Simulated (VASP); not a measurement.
Write the native input for VASP 6.6.1 that does the following.

| Item | Value |
| --- | --- |
| Task | single point |
| Functional | PBEsol |
| Dispersion | D3(BJ) |
| Potentials or basis | VASP PAW PBE potentials, release 64 (P) |
| Cutoff | 520 eV |
| k mesh | 28 × 28 × 28 |
| Occupations | gaussian, width 0.15 eV |
| Spin | no spin polarisation |
| Dipole correction | no |
| Further INCAR settings | ALGO = Normal; EDIFF = 1e-06; NBANDS = 8 |

The structure of P lies in POSCAR:

```
P
1.0
    2.2495285862      0.0000000000      0.0000000000
    0.0000000000      2.2495285862      0.0000000000
    0.0000000000      0.0000000000      2.6996235538
P
1
Direct
    0.0000000000      0.0000000000      0.0000000000
```

This cell differs from its parent crystal: ratio of the length along z to the lengths across it x 1.2, volume and fractional coordinates fixed.

The input as run:

INCAR

```
  PREC = Accurate
  ENCUT = 520
  EDIFF = 1E-6
  ISMEAR = 0
  SIGMA = 0.15
  LREAL = F
  LASPH = T
  NELM = 80
  ALGO = Normal
  ISIF = 2
  LWAVE = F
  LCHARG = F
  GGA = PS
  IVDW = 12
  NBANDS = 8
```

KPOINTS

```
regular mesh
0
Gamma
  28 28 28
```

Potentials or basis: VASP PAW PBE potentials, release 64 (P).

Command:

```console
$ cat potpaw_PBE.64/P/POTCAR > POTCAR
$ mpirun -np 1 vasp_std > vasp.out
```

Results of the run:

- Pressure: 8.3 GPa
- Dispersion energy per atom: -0.416 eV

Caveat: the PAW data sets were made with another functional, which shifts forces and pressure a little; pairwise dispersion overbinds metals, which lowers pressure and volume.

Wall time 110 s on 1 thread of AMD EPYC 7R43 64-Core Processor (Zen 3), on a shared host, peak memory 0.24 GiB.
